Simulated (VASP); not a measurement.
**Ga2AsP: single point with PBE**

The system is Ga2AsP, a sheet with vacuum.

```xyz
4
Lattice="3.7470 0.0000 0.0000 0.0000 3.8687 0.0000 0.0000 0.0000 17.0000" Properties=species:S:1:pos:R:3 pbc="T T T"
Ga    0.0000    1.9343    8.5841
Ga    1.8735    0.0000    8.5599
P     0.0000    0.0000    9.7036
As    1.8735    1.9343    7.2964
```

```
Program                : VASP 6.6.1
Task                   : single point
Functional             : PBE
Potentials or basis    : VASP PAW PBE potentials, release 64 (Ga_d, P, As)
Cutoff                 : 520 eV
k mesh                 : 4 × 4 × 1
Occupations            : gaussian, width 0.1 eV
Spin                   : no spin polarisation
Dipole correction      : yes
Further INCAR settings : ALGO = Normal; EDIFF = 1e-07; NBANDS = 26
```

```
Largest force          : 5.536 eV/Å
Band gap on the k mesh : 0.17 eV
```

Forces on the atoms (eV/Å):
```
Ga   0.000  0.000  0.893
Ga   0.000  0.000 -0.348
P    0.000  0.000  4.991
As   0.000  0.000 -5.536
```

Levels at points of the mesh, in eV from the valence-band top:
```csv
k point,band 16,band 17,band 18,band 19,band 20,band 21
"(0.00, 0.00, 0.00)",-1.40,-0.69,0.00,0.17,2.20,3.43
"(0.50, 0.00, 0.00)",-1.76,-0.96,-0.92,1.31,1.65,5.26
"(0.00, 0.50, 0.00)",-1.52,-0.88,-0.87,1.69,2.07,5.57
"(0.50, 0.50, 0.00)",-3.18,-2.72,-2.52,3.76,4.03,4.82
```

It took 2.8 min on 1 thread of AMD EPYC 7R13, on a shared host, peak memory 0.3 GiB.

Caveat: semilocal functionals underestimate gaps, and a narrow one can read as zero.
